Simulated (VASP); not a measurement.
# CO2 (I-42d) in VASP: G0W0 quasiparticle levels with PBE

Aim: the G0W0 quasiparticle levels of CO2 with PBE.

All numbers are computed with VASP 6.6.1; they aren't measurements. Logs are shortened: lines on timing, memory, paths and dates and some standing lists are left out, and cuts for length are marked.

**1. The cell of the first run**

The structure is tetragonal, space group I-42d (No. 122). The conventional cell has a = 3.910 Å, b = 3.910 Å, c = 5.935 Å, α = 90.00°, β = 90.00°, γ = 90.00°. Within 1.9 Å of C (site symmetry -4) lie 4 O at 1.39 Å. Within 1.9 Å of O (site symmetry 2) lie 2 C at 1.39 Å.

**2. G0W0 quasiparticle levels, PBE**

Input file POSCAR:

```
CO2
1.0
   -1.9548127339      1.9548127339      2.9673314715
    1.9548127339     -1.9548127339      2.9673314715
    1.9548127339      1.9548127339     -2.9673314715
C O
2 4
Direct
    0.0000000000      0.0000000000      0.0000000000
    0.7500000000      0.2500000000      0.5000000000
    0.3750000000      0.2923507855      0.4173507855
    0.7076492145      0.1250000000      0.0826492145
    0.8750000000      0.9576492145      0.5826492145
    0.0423507855      0.6250000000      0.9173507855
```

Input file INCAR.step1:

```
SYSTEM = CO2
ALGO = Normal ; EDIFF = 1E-8
ENCUT = 500 ; GGA = PE
ISMEAR = 0 ; LASPH = .TRUE.
LCHARG = .FALSE. ; LREAL = .FALSE.
LWAVE = .TRUE. ; NELM = 100
PREC = Accurate ; SIGMA = 0.01
```

Input file INCAR.step2:

```
SYSTEM = CO2
ALGO = Exact ; EDIFF = 1E-8
ENCUT = 500 ; GGA = PE
ISMEAR = 0 ; ISTART = 1
LASPH = .TRUE. ; LCHARG = .FALSE.
LOPTICS = .TRUE. ; LREAL = .FALSE.
LWAVE = .TRUE. ; NBANDS = 151
NELM = 1 ; PREC = Accurate
SIGMA = 0.01
```

Input file INCAR.step3:

```
SYSTEM = CO2
ALGO = EVGW0 ; EDIFF = 1E-8
ENCUT = 500 ; ENCUTGW = 120.0
GGA = PE ; ISMEAR = 0
ISTART = 1 ; LASPH = .TRUE.
LCHARG = .FALSE. ; LREAL = .FALSE.
LWAVE = .FALSE. ; NBANDS = 151
NBANDSGW = 24 ; NELMGW = 1
NOMEGA = 48 ; PREC = Accurate
PRECFOCK = Fast ; SIGMA = 0.01
```

Input file KPOINTS:

```
k-points
0
G
  6 6 6
  0 0 0
```

Potentials or basis: VASP PAW PBE potentials, release 64 (C_GW, O_GW).

Run with:

```
$ cat potpaw_PBE.64/C_GW/POTCAR potpaw_PBE.64/O_GW/POTCAR > POTCAR
$ cp INCAR.step1 INCAR
$ mpirun -np 1 vasp_std > vasp.out
$ cp INCAR.step2 INCAR
$ mpirun -np 1 vasp_std > vasp.out
$ cp INCAR.step3 INCAR
$ mpirun -np 1 vasp_std > vasp.out
```

OUTCAR:

```text
SYSTEM = CO2
   EDIFF = 1E-8
   ENCUT = 500
   ENCUTGW = 120.0
   GGA = PE
   ISMEAR = 0
   ISTART = 1
   LASPH = .TRUE.
   LREAL = .FALSE.
   NELMGW = 1
   PREC = Accurate
   PRECFOCK = Fast

 ion  position               nearest neighbor table
   1  0.000  0.000  0.000-   4 1.39   5 1.39   3 1.39   6 1.39
   2  0.750  0.250  0.500-   4 1.39   5 1.39   3 1.39   6 1.39
   3  0.375  0.292  0.417-   1 1.39   2 1.39
   4  0.708  0.125  0.083-   1 1.39   2 1.39
   5  0.875  0.958  0.583-   1 1.39   2 1.39
   6  0.042  0.625  0.917-   1 1.39   2 1.39

  LATTYP: Found a body centered tetragonal cell.
 ALAT       =     3.9096254678
 C/A-ratio  =     1.5179620124

  Lattice vectors:

 A1 = (  -1.9548127339,   1.9548127339,   2.9673314715)
 A2 = (   1.9548127339,  -1.9548127339,   2.9673314715)
 A3 = (   1.9548127339,   1.9548127339,  -2.9673314715)

Analysis of symmetry for initial positions (statically):
=====================================================================
 Subroutine PRICEL returns:
 Original cell was already a primitive cell.

 Routine SETGRP: Setting up the symmetry group for a
 body centered tetragonal supercell.

 Subroutine GETGRP returns: Found  8 space group operations
 (whereof  4 operations were pure point group operations)
 out of a pool of 16 trial point group operations.

The static configuration has the point symmetry S_4 .
 The point group associated with its full space group is D_2d.

Analysis of symmetry for dynamics (positions and initial velocities):
=====================================================================
 Subroutine PRICEL returns:
 Original cell was already a primitive cell.

 Routine SETGRP: Setting up the symmetry group for a
 body centered tetragonal supercell.

 Subroutine GETGRP returns: Found  8 space group operations
 (whereof  4 operations were pure point group operations)
 out of a pool of 16 trial point group operations.

The dynamic configuration has the point symmetry S_4 .
 The point group associated with its full space group is D_2d.

 Subroutine INISYM returns: Found  8 space group operations
 (whereof  4 operations are pure point group operations),
 and found     1 'primitive' translations

----------------------------------------------------------------------------------------

                                     Primitive cell

  volume of cell :      45.3562

  direct lattice vectors                    reciprocal lattice vectors
    -1.954812734  1.954812734  2.967331472     0.000000000  0.255778976  0.168501566
     1.954812734 -1.954812734  2.967331472     0.255778976  0.000000000  0.168501566
     1.954812734  1.954812734 -2.967331472     0.255778976  0.255778976  0.000000000

  length of vectors
     4.055569222  4.055569222  4.055569222     0.306293425  0.306293425  0.361726097

  position of ions in fractional coordinates (direct lattice)
     0.000000000  0.000000000  0.000000000
     0.750000000  0.250000000  0.500000000
     0.375000000  0.292350785  0.417350785
     0.707649215  0.125000000  0.082649215
     0.875000000  0.957649215  0.582649215
     0.042350785  0.625000000  0.917350785

  ion indices of the primitive-cell ions
   primitive index   ion index
                 1           1
                 2           2
                 3           3
                 4           4
                 5           5
                 6           6

----------------------------------------------------------------------------------------

 KPOINTS: k-points

Automatic generation of k-mesh.
 Grid dimensions read from file:
 generate k-points for:    6    6    6

 Generating k-lattice:

  Cartesian coordinates                     Fractional coordinates (reciprocal lattice)
     0.000000000  0.042629829  0.028083594     0.166666667  0.000000000  0.000000000
     0.042629829  0.000000000  0.028083594     0.000000000  0.166666667  0.000000000
     0.042629829  0.042629829  0.000000000     0.000000000  0.000000000  0.166666667

  Length of vectors
     0.051048904  0.051048904  0.060287683

  Shift w.r.t. Gamma in fractional coordinates (k-lattice)
     0.000000000  0.000000000  0.000000000

 Subroutine IBZKPT returns following result:
 ===========================================

 Found     30 irreducible k-points:

 Following reciprocal coordinates:
            Coordinates               Weight
  0.000000  0.000000  0.000000      1.000000
  0.166667  0.000000 -0.000000      8.000000
  0.333333  0.000000  0.000000      8.000000
  0.500000  0.000000  0.000000      4.000000
  0.166667  0.166667 -0.000000      8.000000
  0.333333  0.166667 -0.000000     16.000000
[... 16 lines left out ...]
 -0.333333 -0.333333  0.166667      8.000000
 -0.166667 -0.333333  0.166667      8.000000
 [... further k-points ...]
   k-points           NKPTS =     30   k-points in BZ     NKDIM =    216   number of bands    NBANDS=    151
   number of dos      NEDOS =    301   number of ions     NIONS =      6
   total plane-waves  NPLWV =  27000
   dimension x,y,z NGX =    30 NGY =   30 NGZ =   30
   dimension x,y,z NGXF=    60 NGYF=   60 NGZF=   60
   ions per type =               2   4
   NGX,Y,Z   is equivalent  to a cutoff of  12.30, 12.30, 12.30 a.u.
   NGXF,Y,Z  is equivalent  to a cutoff of  24.60, 24.60, 24.60 a.u.
 SYSTEM =  CO2
   PREC   = accura    normal or accurate (medium, high low for compatibility)
   ISTART =      1    job   : 0-new  1-cont  2-samecut
   ICHARG =      0    charge: 1-file 2-atom 10-const
   ISPIN  =      1    spin polarized calculation?
   LNONCOLLINEAR =      F non collinear calculations
   LSORBIT =      F    spin-orbit coupling
   LASPH  =      T    aspherical Exc in radial PAW
   ENCUT  =  500.0 eV  36.75 Ry    6.06 a.u.   7.39  7.39  7.39*2*pi/ulx,y,z
   NELM   =     60;   NELMIN=  2; NELMDL=  0     # of ELM steps
   EDIFF  = 0.1E-07   stopping-criterion for ELM
   LREAL  =      F    real-space projection
   EDIFFG = 0.1E-06   stopping-criterion for IOM
   NSW    =      0    number of steps for IOM
   IBRION =     -1    ionic relax: 0-MD 1-quasi-New 2-CG
   NFREE  =      0    steps in history (QN), initial steepest desc. (CG)
   ISIF   =      0    stress and relaxation
   ISYM   =      3    0-nonsym 1-usesym 2-fastsym
   POTIM  = 0.5000    time-step for ionic-motion
   TEBEG  =    0.0;   TEEND  =   0.0 temperature during run
   PSTRESS=    0.0 pullay stress
   NELECT =      32.0000    total number of electrons
   NUPDOWN=      -1.0000    fix difference up-down
   EMIN   =  10.00;   EMAX   =-10.00  energy-range for DOS
   EFERMI =   0.00;   METHOD = LEGACY
   ISMEAR =     0;   SIGMA  =   0.01  broadening in eV -4-tet -1-fermi 0-gaus
   EFERMI_NEDOS =   21; number of points for ismear=-14 and -15
   IALGO  =     38    algorithm
   IMIX   =      4    mixing-type and parameters
     AMIX     =   0.40;   BMIX     =  1.00
     AMIX_MAG =   1.60;   BMIX_MAG =  1.00
  volume/ion in A,a.u.               =       7.56        51.01
  Fermi-wavevector in a.u.,A,eV,Ry     =   1.457402  2.754090 28.899055  2.124021
  Thomas-Fermi vector in A             =   2.574208
   LORBIT       =      0    0 simple, 1 ext, 2 COOP (PROOUT), +10 PAW based schemes
   GGA     = PE    functional components
   LHFCALC =     T    Hartree Fock is set to
   PRECFOCK=fast      Normal, Fast or Accurate (Low or Medium for compatibility)
   ENCUT4O =  -1.0   cutoff for four orbital integrals eV
   NKREDX  =     1    reduce k-point grid by
   NKREDY  =     1    reduce k-point grid by
   NKREDZ  =     1    reduce k-point grid by
   AEXX    =    1.0000 exact exchange contribution
   HFSCREEN=    0.0000 screening length (either q_TF or 0.3 A-1)
   HFSCREENC=   0.0000 screening length for correlation (either q_TF or 0.3 A-1)
   ENCUTFOCK=  -1.0 apply spherical cutoff to Coloumb kernel
   IVDW    =     0    specifies the selected vdW correction
   LEPSILON=     F    determine dielectric tensor
   LRPA    =     F    only Hartree local field effects (RPA)
   LRPAFORCE           =     F    calculate RPA forces
   ENCUTGW             = 120.0    cutoff for response function in eV
   ENCUTGWSOFT         =  96.0    soft cutoff for Coulomb kernel in GW response function in eV
   ENCUTLF             =  -1.0    cutoff for local field effects
   NELMGW              =     1    number of iterations in solving QP/BSE equation
   NELMHF              =     1    number of iterations in the inner HF iteration
   NKREDLFX            =     1    NKREDLFY  =   1   NKREDLFZ  =   1
 non-spin polarized calculation
 Gauss-broadening in eV      SIGMA  =   0.01
  energy-cutoff  :      500.00
  volume of cell :       45.36
 maximum number of plane-waves:      1167
 NGX is ok and might be reduce to    30
  NGX = 18; NGY = 18; NGZ = 18
   NGX = 15   NGY = 15   NGZ = 15
 maximum number of plane-waves:       145
 NGX is ok and might be reduce to    18

 QP shifts <psi_nk| G(iteration)W_0 |psi_nk>: iteration 1
 for sc-GW calculations column KS-energies equals QP-energies in previous step
 and V_xc(KS)=  KS-energies - (<T + V_ion + V_H > + <T+V_H+V_ion>^1  + <V_x>^1)

 k-point   1 :       0.0000    0.0000    0.0000
  band No.  KS-energies  QP-energies   sigma(KS)   V_xc(KS)     V^pw_x(r,r')   Z            occupation Imag(sigma)

      1     -21.7718     -24.3310     -21.9147     -18.4555     -31.0354       0.7398       2.0000       1.2631
      2     -16.5564     -18.8389     -23.3688     -20.3338     -31.7764       0.7520       2.0000       1.0373
      3     -16.5564     -18.8389     -23.3688     -20.3338     -31.7764       0.7520       2.0000       1.0373
      4     -15.8604     -18.1628     -23.5198     -20.4734     -31.6611       0.7558       2.0000       0.9901
      5     -12.1893     -14.1059     -20.4758     -17.9805     -26.4464       0.7681       2.0000       0.3666
      6      -7.3114      -8.8150     -20.0319     -18.0897     -24.8816       0.7741       2.0000       0.2018
[... 16 lines left out ...]
     23      16.1148      18.2842     -14.0151     -16.6855      -8.7196       0.8124       0.0000      -0.1244
     24      17.8862      20.2294     -14.6242     -17.5790      -8.8013       0.7930       0.0000      -0.1566

 k-point   2 :       0.1667    0.0000   -0.0000
  band No.  KS-energies  QP-energies   sigma(KS)   V_xc(KS)     V^pw_x(r,r')   Z            occupation Imag(sigma)

      1     -21.5895     -24.1426     -21.9424     -18.5030     -31.0291       0.7423       2.0000       1.2542
      2     -16.9909     -19.2735     -23.0444     -19.9924     -31.4393       0.7479       2.0000       1.0270
      3     -16.6026     -18.8879     -23.3266     -20.2863     -31.7415       0.7517       2.0000       1.0403
      4     -16.0645     -18.3567     -23.4087     -20.3631     -31.5940       0.7526       2.0000       0.9914
      5     -11.6474     -13.5486     -20.7255     -18.2755     -26.6972       0.7760       2.0000       0.3958
      6      -7.2893      -8.8011     -20.0861     -18.1320     -24.9708       0.7737       2.0000       0.2045
[... 16 lines left out ...]
     23      16.0294      18.2423     -14.1520     -16.8793      -8.8153       0.8114       0.0000      -0.1247
     24      17.7410      20.1188     -14.7490     -17.7481      -8.9182       0.7928       0.0000      -0.1557
[... 586 lines left out ...]
     23      16.9653      19.1439     -13.7608     -16.4584      -8.2094       0.8076       0.0000      -0.1350
     24      17.1833      19.4885     -14.2913     -17.1714      -8.6083       0.8004       0.0000      -0.1434

 k-point  24 :      -0.1667   -0.3333    0.1667
  band No.  KS-energies  QP-energies   sigma(KS)   V_xc(KS)     V^pw_x(r,r')   Z            occupation Imag(sigma)

      1     -21.1337     -23.6608     -21.9972     -18.6090     -31.0000       0.7459       2.0000       1.2275
      2     -17.8031     -20.1115     -22.5977     -19.5020     -31.0094       0.7457       2.0000       1.0193
      3     -16.7026     -18.9895     -23.2363     -20.1882     -31.6619       0.7502       2.0000       1.0458
      4     -16.5570     -18.8490     -23.2265     -20.1748     -31.5792       0.7510       2.0000       1.0265
      5     -10.4176     -12.2328     -20.9754     -18.6525     -26.8087       0.7814       2.0000       0.3893
      6      -7.0100      -8.5189     -20.3115     -18.3598     -25.2202       0.7731       2.0000       0.2011
[... 16 lines left out ...]
     23      16.4738      18.1902     -11.9463     -14.0207      -6.9972       0.8274       0.0000      -0.1107
     24      17.2830      19.5010     -13.8587     -16.6202      -8.2260       0.8032       0.0000      -0.1413

 [... further k-points ...]
```

Wall time 78 min (1 thread of Intel Xeon Platinum 8259CL at 2.50GHz (Skylake/Cascade Lake), shared host); peak memory 1.1 GiB.

Results:

```yaml
Quasiparticle_gap: 10.63 eV
Least_direct_quasiparticle_gap: 10.92 eV
Band_gap_of_the_starting_levels_on_the_mesh: 7.75 eV
Least_direct_gap_of_the_starting_levels_on_the_mesh: 8.18 eV
```

Caveat: bands, screening cutoff and mesh are small and nothing is extrapolated, so the quasiparticle values aren't converged.
